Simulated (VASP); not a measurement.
# SnSe2 (P-3m1) in VASP: settings compared

The runs below take SnSe2 through single point, with LDA, PBEsol, PBE, r2SCAN.

Program: VASP 6.6.1. These are calculated values, not measurements. Logs are shortened: lines on timing, memory, paths and dates and some standing lists are left out, and cuts for length are marked.

### 1 The cell of the first run

Symmetry: P-3m1, No. 164, trigonal system. The conventional cell has a = 3.800 Å, b = 3.800 Å, c = 5.880 Å, α = 90.00°, β = 90.00°, γ = 120.00°. Within 3.6 Å of Sn (site symmetry -3m) lie 6 Se at 2.70 Å. Se (site symmetry 3m) has 3 Sn at 2.70 Å and 3 Se at 3.50 Å within 3.6 Å.

### 2 Single point, LDA

Input file INCAR:

```
SYSTEM = SnSe2
ALGO     = Normal         ! electronic algorithm
EDIFF    = 1E-6           ! SCF threshold, eV
ENCUT    = 520            ! plane-wave cutoff, eV
ISIF     = 2              ! what is computed and relaxed
ISMEAR   = -1             ! smearing method
LASPH    = .TRUE.         ! aspherical terms in the spheres
LCHARG   = .TRUE.         ! write CHGCAR
LELF     = .TRUE.         ! ELF
LREAL    = .FALSE.        ! projectors in reciprocal space
LVHAR    = .TRUE.       
LWAVE    = .FALSE.        ! write WAVECAR
NBANDS   = 20             ! bands
NELM     = 60             ! most SCF steps
PREC     = Accurate       ! precision mode
SIGMA    = 0.02           ! smearing width, eV
```

Input file KPOINTS:

```
k-points
0
G
  12 12 4
  0 0 0
```

Input file POSCAR:

```
SnSe2
1.0
    3.7995718409      0.0000000000      0.0000000000
   -1.8997859204      3.2905257377      0.0000000000
    0.0000000000      0.0000000000      5.8803245180
Sn Se
1 2
Direct
    0.0000000000      0.0000000000      0.0000000000
    0.3333333333      0.6666666667      0.2682204226
    0.6666666667      0.3333333333      0.7317795774
```

Potentials or basis: VASP PAW LDA potentials, release 64 (Sn_d, Se).

The run is started by

```
cat potpaw_LDA.64/Sn_d/POTCAR potpaw_LDA.64/Se/POTCAR > POTCAR
mpirun -np 1 vasp_std > vasp.out
```

OUTCAR:

```text
SYSTEM = SnSe2
   EDIFF = 1E-6
   ENCUT = 520
   ISIF = 2
   ISMEAR = -1
   LASPH = .TRUE.
   LREAL = .FALSE.
   NELM = 60
   PREC = Accurate

 ion  position               nearest neighbor table
   1  0.000  0.000  0.000-   2 2.70   3 2.70   2 2.70   3 2.70   3 2.70   2 2.70
   2  0.333  0.667  0.268-   1 2.70   1 2.70   1 2.70
   3  0.667  0.333  0.732-   1 2.70   1 2.70   1 2.70

  LATTYP: Found a hexagonal cell.
 ALAT       =     3.7995718409
 C/A-ratio  =     1.5476281971

  Lattice vectors:

 A1 = (   3.7995718409,   0.0000000000,   0.0000000000)
 A2 = (  -1.8997859204,   3.2905257377,   0.0000000000)
 A3 = (   0.0000000000,   0.0000000000,   5.8803245180)

Analysis of symmetry for initial positions (statically):
=====================================================================
 Subroutine PRICEL returns:
 Original cell was already a primitive cell.

 Routine SETGRP: Setting up the symmetry group for a
 hexagonal supercell.

 Subroutine GETGRP returns: Found 12 space group operations
 (whereof 12 operations were pure point group operations)
 out of a pool of 24 trial point group operations.

The static configuration has the point symmetry D_3d.

Analysis of symmetry for dynamics (positions and initial velocities):
=====================================================================
 Subroutine PRICEL returns:
 Original cell was already a primitive cell.

 Routine SETGRP: Setting up the symmetry group for a
 hexagonal supercell.

 Subroutine GETGRP returns: Found 12 space group operations
 (whereof 12 operations were pure point group operations)
 out of a pool of 24 trial point group operations.

The dynamic configuration has the point symmetry D_3d.

 Subroutine INISYM returns: Found 12 space group operations
 (whereof 12 operations are pure point group operations),
 and found     1 'primitive' translations

----------------------------------------------------------------------------------------

                                     Primitive cell

  volume of cell :      73.5193

  direct lattice vectors                    reciprocal lattice vectors
     3.799571841  0.000000000  0.000000000     0.263187549  0.151951402  0.000000000
    -1.899785920  3.290525738  0.000000000     0.000000000  0.303902805  0.000000000
     0.000000000  0.000000000  5.880324518     0.000000000  0.000000000  0.170058642

  length of vectors
     3.799571841  3.799571841  5.880324518     0.303902805  0.303902805  0.170058642

  position of ions in fractional coordinates (direct lattice)
     0.000000000  0.000000000  0.000000000
     0.333333333  0.666666667  0.268220423
     0.666666667  0.333333333  0.731779577

  ion indices of the primitive-cell ions
   primitive index   ion index
                 1           1
                 2           2
                 3           3

----------------------------------------------------------------------------------------

 KPOINTS: k-points

Automatic generation of k-mesh.
 Grid dimensions read from file:
 generate k-points for:   12   12    4

 Generating k-lattice:

  Cartesian coordinates                     Fractional coordinates (reciprocal lattice)
     0.021932296  0.012662617  0.000000000     0.083333333 -0.000000000  0.000000000
     0.000000000  0.025325234  0.000000000     0.000000000  0.083333333  0.000000000
     0.000000000  0.000000000  0.042514660     0.000000000  0.000000000  0.250000000

  Length of vectors
     0.025325234  0.025325234  0.042514660

  Shift w.r.t. Gamma in fractional coordinates (k-lattice)
     0.000000000  0.000000000  0.000000000

 Subroutine IBZKPT returns following result:
 ===========================================

 Found     69 irreducible k-points:

 Following reciprocal coordinates:
            Coordinates               Weight
  0.000000  0.000000  0.000000      1.000000
  0.083333 -0.000000  0.000000      6.000000
  0.166667  0.000000  0.000000      6.000000
  0.250000  0.000000  0.000000      6.000000
  0.333333  0.000000  0.000000      6.000000
  0.416667  0.000000  0.000000      6.000000
[... 16 lines left out ...]
  0.166667  0.000000  0.250000      6.000000
  0.000000  0.166667  0.250000      6.000000
 [... further k-points ...]
   k-points           NKPTS =     69   k-points in BZ     NKDIM =     69   number of bands    NBANDS=     20
   number of dos      NEDOS =    301   number of ions     NIONS =      3
   total plane-waves  NPLWV =  37632
   dimension x,y,z NGX =    28 NGY =   28 NGZ =   48
   dimension x,y,z NGXF=    56 NGYF=   56 NGZF=   96
   ions per type =               1   2
   NGX,Y,Z   is equivalent  to a cutoff of  12.25, 12.25, 13.57 a.u.
   NGXF,Y,Z  is equivalent  to a cutoff of  24.50, 24.50, 27.14 a.u.
 SYSTEM =  SnSe2
   PREC   = accura    normal or accurate (medium, high low for compatibility)
   ISTART =      0    job   : 0-new  1-cont  2-samecut
   ICHARG =      2    charge: 1-file 2-atom 10-const
   ISPIN  =      1    spin polarized calculation?
   LNONCOLLINEAR =      F non collinear calculations
   LSORBIT =      F    spin-orbit coupling
   LASPH  =      T    aspherical Exc in radial PAW
   ENCUT  =  520.0 eV  38.22 Ry    6.18 a.u.   7.06  7.06 10.93*2*pi/ulx,y,z
   NELM   =     60;   NELMIN=  2; NELMDL= -5     # of ELM steps
   EDIFF  = 0.1E-05   stopping-criterion for ELM
   LREAL  =      F    real-space projection
   EDIFFG = 0.1E-04   stopping-criterion for IOM
   NSW    =      0    number of steps for IOM
   IBRION =     -1    ionic relax: 0-MD 1-quasi-New 2-CG
   NFREE  =      0    steps in history (QN), initial steepest desc. (CG)
   ISIF   =      2    stress and relaxation
   ISYM   =      2    0-nonsym 1-usesym 2-fastsym
   POTIM  = 0.5000    time-step for ionic-motion
   TEBEG  =    0.0;   TEEND  =   0.0 temperature during run
   PSTRESS=    0.0 pullay stress
   NELECT =      26.0000    total number of electrons
   NUPDOWN=      -1.0000    fix difference up-down
   EMIN   =  10.00;   EMAX   =-10.00  energy-range for DOS
   EFERMI =   0.00;   METHOD = LEGACY
   ISMEAR =    -1;   SIGMA  =   0.02  broadening in eV -4-tet -1-fermi 0-gaus
   EFERMI_NEDOS =   21; number of points for ismear=-14 and -15
   IALGO  =     38    algorithm
   IMIX   =      4    mixing-type and parameters
     AMIX     =   0.40;   BMIX     =  1.00
     AMIX_MAG =   1.60;   BMIX_MAG =  1.00
  volume/ion in A,a.u.               =      24.51       165.38
  Fermi-wavevector in a.u.,A,eV,Ry     =   1.157708  2.187750 18.235709  1.340287
  Thomas-Fermi vector in A             =   2.294316
   LORBIT       =      0    0 simple, 1 ext, 2 COOP (PROOUT), +10 PAW based schemes
   GGA     = CA    functional components
   LHFCALC =     F    Hartree Fock is set to
   AEXX    =    0.0000 exact exchange contribution
   IVDW    =     0    specifies the selected vdW correction
   LEPSILON=     F    determine dielectric tensor
   LRPA    =     F    only Hartree local field effects (RPA)
 non-spin polarized calculation
  energy-cutoff  :      520.00
  volume of cell :       73.52
 maximum number of plane-waves:      1996
   NGX = 15   NGY = 15   NGZ = 21

 number of electron      25.9999994 magnetization

 Free energy of the ion-electron system (eV)
  ---------------------------------------------------
  ext. energy  EPLUGINS =         0.00000000
  ---------------------------------------------------
  free energy    TOTEN  =       -13.79562692 eV

  energy without entropy =      -13.79562423  energy(sigma->0) =      -13.79562557

 E-fermi :   5.0978     XC(G=0): -10.0765

 val. band max:        4.9353503961   @ k =   0.0833   0.0833   0.0000
 cond. band min:       5.2577337148   @ k =   0.0000   0.4167   0.2500
 fundamental gap:      0.3223833186
 Fermi energy:         5.0978004681

 k-point     1 :       0.0000    0.0000    0.0000
  band No.  band energies     occupation
      1     -16.5181      2.00000
      2     -16.5181      2.00000
      3     -16.4758      2.00000
      4     -16.4627      2.00000
      5     -16.4627      2.00000
      6      -9.4095      2.00000
[... 12 lines left out ...]
     19      13.7650      0.00000
     20      13.7650      0.00000

 k-point     2 :       0.0833   -0.0000    0.0000
  band No.  band energies     occupation
      1     -16.5213      2.00000
      2     -16.5154      2.00000
      3     -16.4738      2.00000
      4     -16.4645      2.00000
      5     -16.4624      2.00000
      6      -9.3395      2.00000
[... 12 lines left out ...]
     19      13.0227      0.00000
     20      13.7936      0.00000

 k-point     3 :       0.1667    0.0000    0.0000
  band No.  band energies     occupation
      1     -16.5309      2.00000
      2     -16.5086      2.00000
      3     -16.4714      2.00000
      4     -16.4655      2.00000
      5     -16.4608      2.00000
      6      -9.1335      2.00000
[... 12 lines left out ...]
     19      12.6188      0.00000
     20      13.8383      0.00000

 k-point     4 :       0.2500    0.0000    0.0000
  band No.  band energies     occupation
      1     -16.5452      2.00000
      2     -16.5015      2.00000
      3     -16.4769      2.00000
      4     -16.4571      2.00000
      5     -16.4564      2.00000
      6      -8.8066      2.00000
[... 12 lines left out ...]
     19      12.7207      0.00000
     20      14.2690      0.00000

 k-point     5 :       0.3333    0.0000    0.0000
  band No.  band energies     occupation
      1     -16.5602      2.00000
      2     -16.4972      2.00000
      3     -16.4824      2.00000
      4     -16.4491      2.00000
      5     -16.4478      2.00000
      6      -8.3932      2.00000
[... 12 lines left out ...]
     19      13.5831      0.00000
     20      14.9769      0.00000

 k-point     6 :       0.4167    0.0000    0.0000
  band No.  band energies     occupation
      1     -16.5715      2.00000
      2     -16.4956      2.00000
      3     -16.4862      2.00000
      4     -16.4422      2.00000
      5     -16.4408      2.00000
      6      -7.9702      2.00000
[... 12 lines left out ...]
     19      14.5365      0.00000
     20      15.5982      0.00000

 k-point     7 :       0.5000    0.0000    0.0000
  band No.  band energies     occupation
      1     -16.5756      2.00000
      2     -16.4953      2.00000
      3     -16.4876      2.00000
      4     -16.4394      2.00000
      5     -16.4383      2.00000
      6      -7.7422      2.00000
[... 12 lines left out ...]
     19      14.9428      0.00000
     20      16.0175      0.00000
[... 277 lines left out ...]
 k-point    20 :       0.0000    0.0000    0.2500
  band No.  band energies     occupation
      1     -16.5181      2.00000
      2     -16.5181      2.00000
      3     -16.4757      2.00000
      4     -16.4627      2.00000
      5     -16.4627      2.00000
      6      -9.2687      2.00000
[... 12 lines left out ...]
     19      13.2028      0.00000
     20      13.2028      0.00000

 k-point    21 :       0.0833   -0.0000    0.2500
  band No.  band energies     occupation
      1     -16.5213      2.00000
      2     -16.5153      2.00000
      3     -16.4737      2.00000
      4     -16.4646      2.00000
      5     -16.4624      2.00000
      6      -9.1995      2.00000
[... 12 lines left out ...]
     19      12.8119      0.00000
     20      13.5647      0.00000

 k-point    22 :       0.0000    0.0833    0.2500
  band No.  band energies     occupation
      1     -16.5213      2.00000
      2     -16.5154      2.00000
      3     -16.4737      2.00000
      4     -16.4646      2.00000
      5     -16.4624      2.00000
      6      -9.1994      2.00000
[... 12 lines left out ...]
     19      12.8215      0.00000
     20      13.1576      0.00000

 k-point    23 :       0.1667    0.0000    0.2500
  band No.  band energies     occupation
      1     -16.5310      2.00000
      2     -16.5086      2.00000
      3     -16.4714      2.00000
      4     -16.4655      2.00000
      5     -16.4608      2.00000
      6      -8.9967      2.00000
[... 12 lines left out ...]
     19      12.8280      0.00000
     20      13.8877      0.00000

 k-point    24 :       0.0000    0.1667    0.2500
  band No.  band energies     occupation
      1     -16.5309      2.00000
      2     -16.5086      2.00000
      3     -16.4715      2.00000
      4     -16.4655      2.00000
      5     -16.4608      2.00000
      6      -8.9960      2.00000
[... 12 lines left out ...]
     19      12.5013      0.00000
     20      13.3816      0.00000

 [... further k-points ...]

------------------------ aborting loop because EDIFF is reached ----------------------------------------

  FORCE on cell =-STRESS in cart. coord.  units (eV):
  Direction    XX          YY          ZZ          XY          YZ          ZX
  --------------------------------------------------------------------------------------
  -------------------------------------------------------------------------------------
  Total        0.1070953      0.1070953      0.1153765      0.0000000      0.0000000      0.0000000
  in kB        2.3338876      2.3338876      2.5143556      0.0000000      0.0000000      0.0000000
  external PRESSURE =       2.3940436 kB  Pullay stress =       0.0000000 kB

 VOLUME and BASIS-vectors are now :
 -----------------------------------------------------------------------------
  energy-cutoff  :      520.00
  volume of cell :       73.52
      direct lattice vectors                 reciprocal lattice vectors
     3.799571841  0.000000000  0.000000000     0.263187549  0.151951402  0.000000000
    -1.899785920  3.290525738  0.000000000     0.000000000  0.303902805  0.000000000
     0.000000000  0.000000000  5.880324518     0.000000000  0.000000000  0.170058642

 POSITION                                       TOTAL-FORCE (eV/Angst)
 -----------------------------------------------------------------------------------
      0.00000      0.00000      0.00000         0.000000      0.000000      0.000000
     -0.00000      2.19368      1.57722        -0.000000      0.000000      0.030326
      1.89979      1.09684      4.30310         0.000000     -0.000000     -0.030326
 -----------------------------------------------------------------------------------
    total drift:                               -0.000000     -0.000000      0.000000

  FREE ENERGIE OF THE ION-ELECTRON SYSTEM (eV)
  ---------------------------------------------------
  free  energy   TOTEN  =       -13.7956269150 eV

  energy  without entropy=      -13.7956242275  energy(sigma->0) =      -13.79562557
```

Run time: 2.3 min. Hardware: 1 thread of Intel Xeon 8259CL, shared host; peak memory 0.23 GiB.

What came out:

```
Free energy            : -13.7956 eV
Pressure               : 0.2 GPa
Largest force          : 0.030 eV/Å
Band gap on the k mesh : 0.32 eV (least direct gap 0.69 eV)
```

Forces on the atoms (eV/Å):
```
Sn   0.000  0.000  0.000
Se   0.000  0.000  0.030
Se   0.000  0.000 -0.030
```

Caveat: spin-orbit coupling is left out, which moves the levels of the heavy elements. A k mesh can miss the band edges.

(Part 1 of 2 ends here.)
